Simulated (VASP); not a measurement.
Wanted: the native input for a VASP 6.6.1 run.

* Task: single point
* Functional: PBE
* Potentials or basis: VASP PAW PBE potentials, release 64 (Zr_sv, O)
* Cutoff: 520 eV
* k mesh: 6 × 6 × 6
* Occupations: gaussian, width 0.1 eV
* Spin: no spin polarisation
* Dipole correction: no
* Further INCAR settings: ALGO = Normal; EDIFF = 1e-06; NBANDS = 30

The structure of ZrO5 lies in POSCAR:

```
ZrO5
1.0
    0.0000000000      3.0775313300      3.0775313300
    3.0775313300      0.0000000000      3.0775313300
    3.0775313300      3.0775313300      0.0000000000
Zr O
1 5
Direct
    0.0000000000      0.0000000000      0.0000000000
    0.2500000000      0.2500000000      0.2500000000
    0.1283094900      0.6238968400      0.6238968400
    0.6238968400      0.6238968400      0.6238968400
    0.6238968400      0.6238968400      0.1283094900
    0.6238968400      0.1283094900      0.6238968400
```

The input as run:

INCAR

```
PREC     = Accurate       # precision mode
ENCUT    = 520            # plane-wave cutoff, eV
EDIFF    = 1E-6           # SCF threshold, eV
ISMEAR   = 0              # smearing method
SIGMA    = 0.1            # smearing width, eV
LREAL    = F              # projectors in reciprocal space
LASPH    = T              # aspherical terms in the spheres
NELM     = 60             # most SCF steps
ALGO     = Normal         # electronic algorithm
ISIF     = 2              # what is computed and relaxed
LWAVE    = F              # write WAVECAR
LCHARG   = F              # write CHGCAR
GGA      = PE             # functional
NBANDS   = 30             # bands
```

KPOINTS

```
Automatic mesh
0
Gamma
  6 6 6
```

Potentials or basis: VASP PAW PBE potentials, release 64 (Zr_sv, O).

The run is started by

```bash
$ cat potpaw_PBE.64/Zr_sv/POTCAR potpaw_PBE.64/O/POTCAR > POTCAR
$ mpirun -np 1 vasp_std > vasp.out
```

It gave:

The pressure is -17.1 GPa, the largest force is 0.472 eV/Å and the band gap on the k mesh is zero (band 21 reaches 5.53 eV, above the bottom of band 22 at 4.80 eV).

It took 17 s on 1 thread of Intel(R) Xeon(R) 6975P-C (Granite Rapids), with other jobs on the host, peak memory 0.18 GiB.
